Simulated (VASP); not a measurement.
## AlGa3N4: single point with r2SCAN

AlGa3N4:

```
Al Ga N
1.0
     4.47169    0.00000    0.00000
     0.00000    4.47169    0.00000
     0.00000    0.00000    4.47169
Al Ga N
1 3 4
Cartesian
  0.0000 0.0000 0.0000
  2.2358 2.2358 0.0000
  2.2358 0.0000 2.2358
  0.0000 2.2358 2.2358
  3.3777 3.3777 1.0940
  3.3777 1.0940 3.3777
  1.0940 3.3777 3.3777
  1.0940 1.0940 1.0940
```

```
Program                : VASP 6.6.1
Task                   : single point
Functional             : r2SCAN
Potentials or basis    : VASP PAW PBE potentials, release 64 (Al, Ga_d, N)
Cutoff                 : 520 eV
k mesh                 : 6 × 6 × 6
Occupations            : gaussian, width 0.02 eV
Spin                   : no spin polarisation
Dipole correction      : no
Further INCAR settings : ALGO = Normal; EDIFF = 1e-06; NBANDS = 41
```

The pressure is -0.2 GPa. The largest force is 0.081 eV/Å and the band gap on the k mesh is 2.79 eV, direct.

Forces on the atoms (eV/Å):
```
Al   0.000  0.000  0.000
Ga   0.000  0.000  0.000
Ga   0.000  0.000  0.000
Ga   0.000  0.000  0.000
N    0.047  0.047 -0.047
N    0.047 -0.047  0.047
N   -0.047  0.047  0.047
N   -0.047 -0.047 -0.047
```

Levels at points of the mesh, in eV from the valence-band top:
| k point | band 27 | band 28 | band 29 | band 30 | band 31 | band 32 | band 33 | band 34 | band 35 | band 36 |
| --- | --- | --- | --- | --- | --- | --- | --- | --- | --- | --- |
| (0.00, 0.00, 0.00) | -2.50 | -2.50 | 0.00 | 0.00 | 0.00 | 2.79 | 3.92 | 3.92 | 3.92 | 7.13 |
| (0.50, 0.00, 0.00) | -2.87 | -1.52 | -1.52 | -1.20 | -1.20 | 5.43 | 5.53 | 6.78 | 6.78 | 8.39 |
| (0.50, 0.50, 0.00) | -3.05 | -0.99 | -0.98 | -0.98 | -0.61 | 7.28 | 7.47 | 7.47 | 7.95 | 8.02 |
| (0.50, 0.50, 0.50) | -0.75 | -0.75 | -0.68 | -0.68 | -0.68 | 5.54 | 5.54 | 5.54 | 6.91 | 9.77 |

It took 7.9 min on 1 thread of AMD EPYC 7R43 64-Core Processor (Zen 3) (shared host), peak memory 0.21 GiB.

Caveat: the PAW data sets were made with another functional, which shifts forces and pressure a little. r2SCAN opens gaps a little over a GGA but as a rule still falls short of measured ones.
